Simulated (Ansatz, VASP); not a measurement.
**Sr in VASP and in Ansatz**

The input INCAR:

```
SYSTEM = Sr
PREC = Accurate
ENCUT = 520
EDIFF = 1E-7
ISMEAR = 0
SIGMA = 0.03
LREAL = .False.
LASPH = .True.
NELM = 100
ALGO = Normal
ISIF = 2
LWAVE = .False.
LCHARG = .False.
GGA = PS
NBANDS = 11
```

Contents of KPOINTS:

```
Automatic mesh
0
Gamma
  10 10 10
  0 0 0
```

Contents of POSCAR:

```
Sr
1.0
    0.0000000000      3.1944675000      2.8902325000
    3.1944675000      0.0000000000      2.8902325000
    3.1944675000      3.1944675000      0.0000000000
Sr
1
Direct
    0.0000000000      0.0000000000      0.0000000000
```

Input for Ansatz:

```yaml
crystal:
  lattice:
    - [0.0, 3.1944675, 2.8902325]
    - [3.1944675, 0.0, 2.8902325]
    - [3.1944675, 3.1944675, 0.0]
  atoms:
    - { symbol: Sr, position: [0.0, 0.0, 0.0] }
basis:
  ecutwfc: 420
kpoints:
  mp_grid: { grid: [10, 10, 10] }
hamiltonian:
  xc: pbesol
scf:
  occupations: { method: gaussian, width: 0.03 }
output:
  forces: true
  stress: true
  eigenvalues: true
```

Change from the starting cell: strain +0.050 along x and y, -0.050 along z, atoms carried along.

Alike in both runs: task single point; functional PBEsol; k mesh 10 × 10 × 10; occupations gaussian, width 0.03 eV; no spin polarisation.

```csv
,VASP,Ansatz
version,VASP 6.6.1,Ansatz 0.2.0
potentials or method,"VASP PAW PBE potentials, release 64 (Sr_sv), cutoff 520 eV","scalar-relativistic, plane waves, PAW"
valence electrons in the cell,10,10
```

```tsv
	VASP	Ansatz	Ansatz less VASP
gap on the k mesh at the Fermi level (eV)	none	none	-
pressure (GPa)	-1.3	-1.3	-0.01
traceless stress, the component that is largest in VASP (GPa)	0.08	0.08	+0.005
```

VASP's potentials were made for PBE, not for PBEsol. A gap of «none» marks a metal or a gap that the smearing closes.
